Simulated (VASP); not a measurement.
# Ge (Cmmm) in VASP: further runs

Ge is run at these levels: PBEsol; tasks: single point.

Program: VASP 6.6.1. These are calculated values, not measurements. Logs are shortened: lines on timing, memory, paths and dates and some standing lists are left out, and cuts for length are marked.

### 1 The cell of the first run

The structure is orthorhombic, space group Cmmm (No. 65). Conventional cell: a = 2.554 Å, b = 4.671 Å, c = 2.447 Å, α = 90.00°, β = 90.00°, γ = 90.00°. Within 3.2 Å of Ge (site symmetry mmm) lie 8 Ge at 2.45 to 2.66 Å.

### 2 Single point, PBEsol

Contents of INCAR:

```
ALGO     = Normal         # electronic algorithm
EDIFF    = 1E-7           # SCF threshold, eV
ENCUT    = 520            # plane-wave cutoff, eV
GGA      = PS             # functional
ISIF     = 2              # what is computed and relaxed
ISMEAR   = -1             # smearing method
LASPH    = True           # aspherical terms in the spheres
LCHARG   = False          # write CHGCAR
LREAL    = False          # projectors in reciprocal space
LWAVE    = False          # write WAVECAR
NBANDS   = 13             # bands
NELM     = 60             # most SCF steps
PREC     = Accurate       # precision mode
SIGMA    = 0.05           # smearing width, eV
```

Contents of KPOINTS:

```
k-points
0
Gamma
  11 11 10
```

Contents of POSCAR:

```
Ge
1.0
    1.2770522657     -2.3354270490      0.0000000000
    1.2770522657      2.3354270490      0.0000000000
    0.0000000000      0.0000000000      2.4469790793
Ge
1
Direct
    0.5000000000      0.5000000000      0.0000000000
```

Potentials or basis: VASP PAW PBE potentials, release 64 (Ge_d).

The run is started by

```console
$ cat potpaw_PBE.64/Ge_d/POTCAR > POTCAR
$ mpirun -np 1 vasp_std > vasp.out
```

OUTCAR:

```text
EDIFF = 1E-7
   ENCUT = 520
   GGA = PS
   ISIF = 2
   ISMEAR = -1
   LASPH = True
   LREAL = False
   NELM = 60
   PREC = Accurate

 ion  position               nearest neighbor table
   1  0.500  0.500  0.000-

  LATTYP: Found a base centered orthorhombic cell.
 ALAT       =     2.5541045314
 B/A-ratio  =     1.8287638742
 C/A-ratio  =     0.9580575302

  Lattice vectors:

 A1 = (   1.2770522657,  -2.3354270490,   0.0000000000)
 A2 = (   1.2770522657,   2.3354270490,   0.0000000000)
 A3 = (   0.0000000000,   0.0000000000,   2.4469790793)

Analysis of symmetry for initial positions (statically):
=====================================================================
 Subroutine PRICEL returns:
 Original cell was already a primitive cell.

 Routine SETGRP: Setting up the symmetry group for a
 base centered orthorhombic supercell.

 Subroutine GETGRP returns: Found  8 space group operations
 (whereof  8 operations were pure point group operations)
 out of a pool of  8 trial point group operations.

The static configuration has the point symmetry D_2h.

Analysis of symmetry for dynamics (positions and initial velocities):
=====================================================================
 Subroutine PRICEL returns:
 Original cell was already a primitive cell.

 Routine SETGRP: Setting up the symmetry group for a
 base centered orthorhombic supercell.

 Subroutine GETGRP returns: Found  8 space group operations
 (whereof  8 operations were pure point group operations)
 out of a pool of  8 trial point group operations.

The dynamic configuration has the point symmetry D_2h.

 Subroutine INISYM returns: Found  8 space group operations
 (whereof  8 operations are pure point group operations),
 and found     1 'primitive' translations

----------------------------------------------------------------------------------------

                                     Primitive cell

  volume of cell :      14.5960

  direct lattice vectors                    reciprocal lattice vectors
     1.277052266 -2.335427049  0.000000000     0.391526654 -0.214093607  0.000000000
     1.277052266  2.335427049  0.000000000     0.391526654  0.214093607  0.000000000
     0.000000000  0.000000000  2.446979079     0.000000000  0.000000000  0.408667164

  length of vectors
     2.661781732  2.661781732  2.446979079     0.446238941  0.446238941  0.408667164

  position of ions in fractional coordinates (direct lattice)
     0.500000000  0.500000000  0.000000000

  ion indices of the primitive-cell ions
   primitive index   ion index
                 1           1

----------------------------------------------------------------------------------------

 KPOINTS: k-points

Automatic generation of k-mesh.
 Grid dimensions read from file:
 generate k-points for:   11   11   10

 Generating k-lattice:

  Cartesian coordinates                     Fractional coordinates (reciprocal lattice)
     0.035593332 -0.019463055  0.000000000     0.090909091  0.000000000  0.000000000
     0.035593332  0.019463055  0.000000000     0.000000000  0.090909091  0.000000000
     0.000000000  0.000000000  0.040866716     0.000000000  0.000000000  0.100000000

  Length of vectors
     0.040567176  0.040567176  0.040866716

  Shift w.r.t. Gamma in fractional coordinates (k-lattice)
     0.000000000  0.000000000  0.000000000

 Subroutine IBZKPT returns following result:
 ===========================================

 Found    216 irreducible k-points:

 Following reciprocal coordinates:
            Coordinates               Weight
  0.000000  0.000000  0.000000      1.000000
  0.090909  0.000000  0.000000      4.000000
  0.181818  0.000000  0.000000      4.000000
  0.272727  0.000000  0.000000      4.000000
  0.363636  0.000000  0.000000      4.000000
  0.454545  0.000000  0.000000      4.000000
[... 16 lines left out ...]
 -0.272727  0.181818  0.000000      4.000000
 -0.181818  0.181818  0.000000      2.000000
 [... further k-points ...]
   k-points           NKPTS =    216   k-points in BZ     NKDIM =    216   number of bands    NBANDS=     13
   number of dos      NEDOS =    301   number of ions     NIONS =      1
   total plane-waves  NPLWV =   7200
   dimension x,y,z NGX =    20 NGY =   20 NGZ =   18
   dimension x,y,z NGXF=    40 NGYF=   40 NGZF=   36
   ions per type =               1
   NGX,Y,Z   is equivalent  to a cutoff of  12.49, 12.49, 12.23 a.u.
   NGXF,Y,Z  is equivalent  to a cutoff of  24.98, 24.98, 24.46 a.u.
 SYSTEM =  unknown system
   PREC   = accura    normal or accurate (medium, high low for compatibility)
   ISTART =      0    job   : 0-new  1-cont  2-samecut
   ICHARG =      2    charge: 1-file 2-atom 10-const
   ISPIN  =      1    spin polarized calculation?
   LNONCOLLINEAR =      F non collinear calculations
   LSORBIT =      F    spin-orbit coupling
   LASPH  =      T    aspherical Exc in radial PAW
   ENCUT  =  520.0 eV  38.22 Ry    6.18 a.u.   4.95  4.95  4.55*2*pi/ulx,y,z
   NELM   =     60;   NELMIN=  2; NELMDL= -5     # of ELM steps
   EDIFF  = 0.1E-06   stopping-criterion for ELM
   LREAL  =      F    real-space projection
   EDIFFG = 0.1E-05   stopping-criterion for IOM
   NSW    =      0    number of steps for IOM
   IBRION =     -1    ionic relax: 0-MD 1-quasi-New 2-CG
   NFREE  =      0    steps in history (QN), initial steepest desc. (CG)
   ISIF   =      2    stress and relaxation
   ISYM   =      2    0-nonsym 1-usesym 2-fastsym
   POTIM  = 0.5000    time-step for ionic-motion
   TEBEG  =    0.0;   TEEND  =   0.0 temperature during run
   PSTRESS=    0.0 pullay stress
   NELECT =      14.0000    total number of electrons
   NUPDOWN=      -1.0000    fix difference up-down
   EMIN   =  10.00;   EMAX   =-10.00  energy-range for DOS
   EFERMI =   0.00;   METHOD = LEGACY
   ISMEAR =    -1;   SIGMA  =   0.05  broadening in eV -4-tet -1-fermi 0-gaus
   EFERMI_NEDOS =   21; number of points for ismear=-14 and -15
   IALGO  =     38    algorithm
   IMIX   =      4    mixing-type and parameters
     AMIX     =   0.40;   BMIX     =  1.00
     AMIX_MAG =   1.60;   BMIX_MAG =  1.00
  volume/ion in A,a.u.               =      14.60        98.50
  Fermi-wavevector in a.u.,A,eV,Ry     =   1.614504  3.050970 35.465257  2.606623
  Thomas-Fermi vector in A             =   2.709402
   LORBIT       =      0    0 simple, 1 ext, 2 COOP (PROOUT), +10 PAW based schemes
   GGA     = PS    functional components
   LHFCALC =     F    Hartree Fock is set to
   AEXX    =    0.0000 exact exchange contribution
   IVDW    =     0    specifies the selected vdW correction
   LEPSILON=     F    determine dielectric tensor
   LRPA    =     F    only Hartree local field effects (RPA)
 non-spin polarized calculation
  energy-cutoff  :      520.00
  volume of cell :       14.60
 maximum number of plane-waves:       405
   NGX =  9   NGY =  9   NGZ =  9

 number of electron      13.9999988 magnetization

 Free energy of the ion-electron system (eV)
  ---------------------------------------------------
  ext. energy  EPLUGINS =         0.00000000
  ---------------------------------------------------
  free energy    TOTEN  =        -4.45921476 eV

  energy without entropy =       -4.45629131  energy(sigma->0) =       -4.45775303

 E-fermi :   9.7288     XC(G=0): -12.7398

 val. band max:        9.7199856195   @ k =  -0.3636   0.1818   0.1000
 cond. band min:       9.7495116877   @ k =   0.4545   0.0000   0.4000
 fundamental gap:      0.0295260683
 Fermi energy:         9.7287647253

 k-point     1 :       0.0000    0.0000    0.0000
  band No.  band energies     occupation
      1     -15.4632      2.00000
      2     -15.2773      2.00000
      3     -15.1911      2.00000
      4     -14.9563      2.00000
      5     -14.9341      2.00000
      6      -6.0154      2.00000
      7      17.9577      0.00000
      8      19.3969      0.00000
      9      20.9294      0.00000
     10      21.1987      0.00000
     11      24.4996      0.00000
     12      26.2703      0.00000
     13      26.5245      0.00000

 k-point     2 :       0.0909    0.0000    0.0000
  band No.  band energies     occupation
      1     -15.4508      2.00000
      2     -15.2604      2.00000
      3     -15.1924      2.00000
      4     -14.9599      2.00000
      5     -14.9428      2.00000
      6      -5.7653      2.00000
      7      17.9314      0.00000
      8      18.2205      0.00000
      9      18.8193      0.00000
     10      21.7743      0.00000
     11      23.4718      0.00000
     12      26.1146      0.00000
     13      29.4957      0.00000

 k-point     3 :       0.1818    0.0000    0.0000
  band No.  band energies     occupation
      1     -15.4221      2.00000
      2     -15.2426      2.00000
      3     -15.1648      2.00000
      4     -14.9773      2.00000
      5     -14.9581      2.00000
      6      -5.0115      2.00000
      7      14.1079      0.00000
      8      17.0281      0.00000
      9      18.9973      0.00000
     10      20.7549      0.00000
     11      23.4484      0.00000
     12      28.8663      0.00000
     13      32.3043      0.00000
[... 305 lines left out ...]
 k-point    23 :      -0.2727    0.1818    0.0000
  band No.  band energies     occupation
      1     -15.4156      2.00000
      2     -15.2757      2.00000
      3     -15.1003      2.00000
      4     -15.0017      2.00000
      5     -14.9495      2.00000
      6      -4.3789      2.00000
      7      10.9822      0.00000
      8      15.4419      0.00000
      9      19.6051      0.00000
     10      22.9970      0.00000
     11      24.8204      0.00000
     12      29.3606      0.00000
     13      35.6955      0.00000

 k-point    24 :      -0.1818    0.1818    0.0000
  band No.  band energies     occupation
      1     -15.4367      2.00000
      2     -15.2816      2.00000
      3     -15.1286      2.00000
      4     -14.9866      2.00000
      5     -14.9401      2.00000
      6      -5.0932      2.00000
      7      12.7615      0.00000
      8      18.5942      0.00000
      9      18.8960      0.00000
     10      21.4404      0.00000
     11      23.8286      0.00000
     12      30.5110      0.00000
     13      31.9734      0.00000

 [... further k-points ...]
[... 5 lines left out ...]
  --------------------------------------------------------------------------------------
  -------------------------------------------------------------------------------------
  Total        2.7405228      2.7462542      2.7306714      0.0000000      0.0000000      0.0000000
  in kB      300.8214319    301.4505570    299.7400629      0.0000000      0.0000000      0.0000000
  external PRESSURE =     300.6706839 kB  Pullay stress =       0.0000000 kB

 VOLUME and BASIS-vectors are now :
 -----------------------------------------------------------------------------
  energy-cutoff  :      520.00
  volume of cell :       14.60
      direct lattice vectors                 reciprocal lattice vectors
     1.277052266 -2.335427049  0.000000000     0.391526654 -0.214093607  0.000000000
     1.277052266  2.335427049  0.000000000     0.391526654  0.214093607  0.000000000
     0.000000000  0.000000000  2.446979079     0.000000000  0.000000000  0.408667164

 POSITION                                       TOTAL-FORCE (eV/Angst)
 -----------------------------------------------------------------------------------
      1.27705      0.00000      0.00000         0.000000      0.000000      0.000000
 -----------------------------------------------------------------------------------
    total drift:                               -0.000000      0.000000     -0.000000

  FREE ENERGIE OF THE ION-ELECTRON SYSTEM (eV)
  ---------------------------------------------------
  free  energy   TOTEN  =        -4.4592147556 eV

  energy  without entropy=       -4.4562913144  energy(sigma->0) =       -4.45775303
```

It took 18 s on 1 thread of Intel Xeon Platinum 8488C (Sapphire Rapids), shared host; peak memory 0.15 GiB.

Results:

```
Free energy            : -4.4592 eV
Pressure               : 30.1 GPa
Band gap on the k mesh : zero (band 7 reaches 17.96 eV, above the bottom of band 8 at 6.10 eV)
```

Stress tensor (GPa, compression positive):
```
30.08  0.00  0.00
 0.00 30.15  0.00
 0.00  0.00 29.97
```

Caveat: the PAW data sets were made with another functional, which shifts forces and pressure a little.

### 3 Single point, PBEsol

This run uses another cell than the first one, of 15.47 Å³/atom, 1.060 times its volume.

Contents of INCAR:

```
SYSTEM = Ge
  ALGO = Normal
  EDIFF = 1E-6
  ENCUT = 520
  GGA = PS
  ISIF = 2
  ISMEAR = -1
  LASPH = .True.
  LCHARG = .True.
  LELF = .True.
  LREAL = .False.
  LVHAR = .True.
  LWAVE = .False.
  NBANDS = 13
  NELM = 80
  PREC = Accurate
  SIGMA = 0.05
```

Contents of KPOINTS:

```
k-points
0
Gamma
  11 11 10
  0 0 0
```

Contents of POSCAR:

```
Ge
1.0
    1.3157011417     -2.3369479257      0.0000000000
    1.3157011417      2.3369479257      0.0000000000
    0.0000000000      0.0000000000      2.5157338992
Ge
1
Direct
    0.5000000000      0.5000000000      0.0000000000
```

Potentials or basis: VASP PAW PBE potentials, release 64 (Ge_d).

The run is started by

```console
$ cat potpaw_PBE.64/Ge_d/POTCAR > POTCAR
$ mpirun -np 1 vasp_std > vasp.out
```

OUTCAR:

```text
SYSTEM = Ge
   EDIFF = 1E-6
   ENCUT = 520
   GGA = PS
   ISIF = 2
   ISMEAR = -1
   LASPH = .True.
   LREAL = .False.
   NELM = 80
   PREC = Accurate

 ion  position               nearest neighbor table
   1  0.500  0.500  0.000-

  LATTYP: Found a base centered orthorhombic cell.
 ALAT       =     2.6314022834
 B/A-ratio  =     1.7761996639
 C/A-ratio  =     0.9560430631

  Lattice vectors:

 A1 = (   1.3157011417,  -2.3369479257,   0.0000000000)
 A2 = (   1.3157011417,   2.3369479257,   0.0000000000)
 A3 = (   0.0000000000,   0.0000000000,   2.5157338992)

Analysis of symmetry for initial positions (statically):
=====================================================================
 Subroutine PRICEL returns:
 Original cell was already a primitive cell.

 Routine SETGRP: Setting up the symmetry group for a
 base centered orthorhombic supercell.

 Subroutine GETGRP returns: Found  8 space group operations
 (whereof  8 operations were pure point group operations)
 out of a pool of  8 trial point group operations.

The static configuration has the point symmetry D_2h.

Analysis of symmetry for dynamics (positions and initial velocities):
=====================================================================
 Subroutine PRICEL returns:
 Original cell was already a primitive cell.

 Routine SETGRP: Setting up the symmetry group for a
 base centered orthorhombic supercell.

 Subroutine GETGRP returns: Found  8 space group operations
 (whereof  8 operations were pure point group operations)
 out of a pool of  8 trial point group operations.

The dynamic configuration has the point symmetry D_2h.

 Subroutine INISYM returns: Found  8 space group operations
 (whereof  8 operations are pure point group operations),
 and found     1 'primitive' translations

[... 109 lines left out ...]
   IALGO  =     38    algorithm
   IMIX   =      4    mixing-type and parameters
     AMIX     =   0.40;   BMIX     =  1.00
     AMIX_MAG =   1.60;   BMIX_MAG =  1.00
  volume/ion in A,a.u.               =      15.47       104.40
  Fermi-wavevector in a.u.,A,eV,Ry     =   1.583497  2.992375 34.116092  2.507462
  Thomas-Fermi vector in A             =   2.683258
   LORBIT       =      0    0 simple, 1 ext, 2 COOP (PROOUT), +10 PAW based schemes
   GGA     = PS    functional components
   LHFCALC =     F    Hartree Fock is set to
   AEXX    =    0.0000 exact exchange contribution
   IVDW    =     0    specifies the selected vdW correction
   LEPSILON=     F    determine dielectric tensor
   LRPA    =     F    only Hartree local field effects (RPA)
 non-spin polarized calculation
  energy-cutoff  :      520.00
  volume of cell :       15.47
 maximum number of plane-waves:       431
   NGX =  9   NGY =  9   NGZ =  9

 number of electron      14.0000005 magnetization

 Free energy of the ion-electron system (eV)
  ---------------------------------------------------
  ext. energy  EPLUGINS =         0.00000000
  ---------------------------------------------------
  free energy    TOTEN  =        -4.59584089 eV

  energy without entropy =       -4.59317521  energy(sigma->0) =       -4.59450805

 E-fermi :   8.9293     XC(G=0): -12.4193

 val. band max:        8.9282230566   @ k =   0.1818   0.1818   0.0000
 cond. band min:       8.9310480281   @ k =  -0.2727   0.2727   0.1000
 fundamental gap:      0.0028249716
 Fermi energy:         8.9293113569

 k-point     1 :       0.0000    0.0000    0.0000
  band No.  band energies     occupation
      1     -16.0985      2.00000
      2     -15.9380      2.00000
      3     -15.9027      2.00000
      4     -15.6757      2.00000
      5     -15.6671      2.00000
      6      -6.1841      2.00000
      7      16.4446      0.00000
      8      18.8061      0.00000
      9      19.4309      0.00000
     10      19.8818      0.00000
     11      24.0648      0.00000
     12      24.9576      0.00000
     13      25.1879      0.00000
[... 354 lines left out ...]
  band No.  band energies     occupation
      1     -16.0711      2.00000
      2     -15.9453      2.00000
      3     -15.8409      2.00000
      4     -15.7044      2.00000
      5     -15.6733      2.00000
      6      -5.2673      2.00000
      7      12.4409      0.00000
      8      17.0936      0.00000
      9      17.3721      0.00000
     10      20.1225      0.00000
     11      22.2442      0.00000
     12      28.9511      0.00000
     13      30.3480      0.00000

 [... further k-points ...]
[... 5 lines left out ...]
  --------------------------------------------------------------------------------------
  -------------------------------------------------------------------------------------
  Total        1.9284909      1.9231888      1.9139779      0.0000000      0.0000000      0.0000000
  in kB      199.7225944    199.1734823    198.2195637      0.0000000      0.0000000      0.0000000
  external PRESSURE =     199.0385468 kB  Pullay stress =       0.0000000 kB

 VOLUME and BASIS-vectors are now :
 -----------------------------------------------------------------------------
  energy-cutoff  :      520.00
  volume of cell :       15.47
      direct lattice vectors                 reciprocal lattice vectors
     1.315701142 -2.336947926  0.000000000     0.380025512 -0.213954275  0.000000000
     1.315701142  2.336947926  0.000000000     0.380025512  0.213954275  0.000000000
     0.000000000  0.000000000  2.515733899     0.000000000  0.000000000  0.397498321

 POSITION                                       TOTAL-FORCE (eV/Angst)
 -----------------------------------------------------------------------------------
      1.31570      0.00000      0.00000         0.000000     -0.000000      0.000000
 -----------------------------------------------------------------------------------
    total drift:                               -0.000000      0.000000     -0.000000

  FREE ENERGIE OF THE ION-ELECTRON SYSTEM (eV)
  ---------------------------------------------------
  free  energy   TOTEN  =        -4.5958408867 eV

  energy  without entropy=       -4.5931752136  energy(sigma->0) =       -4.59450805
```

stdout:

```text
POSCAR found type information on POSCAR Ge
 POSCAR found :  1 types and       1 ions
 scaLAPACK will be used
 -----------------------------------------------------------------------------
|                                                                             |
|                                                                             |
|     You enforced a specific xc type in the INCAR file but a different       |
|     I HOPE YOU KNOW WHAT YOU ARE DOING!                                     |
|                                                                             |
 -----------------------------------------------------------------------------

 LDA part: xc-table for (Slater+PW92), standard interpolation
 POSCAR, INCAR and KPOINTS ok, starting setup
 FFT: planning ... GRIDC
 FFT: planning ... GRID_SOFT
 FFT: planning ... GRID
 WAVECAR not read
 entering main loop
```

Run time: 18 s. Hardware: 1 thread of Intel Xeon Platinum 8488C (Sapphire Rapids), shared host; peak memory 0.15 GiB.

What came out:

```yaml
Free_energy: -4.5958 eV
Pressure: 19.9 GPa
Band_gap_on_the_k_mesh: zero (band 7 reaches 16.69 eV, above the bottom of band 8 at 5.71 eV)
```

Caveat: the PAW data sets were made with another functional, which shifts forces and pressure a little.
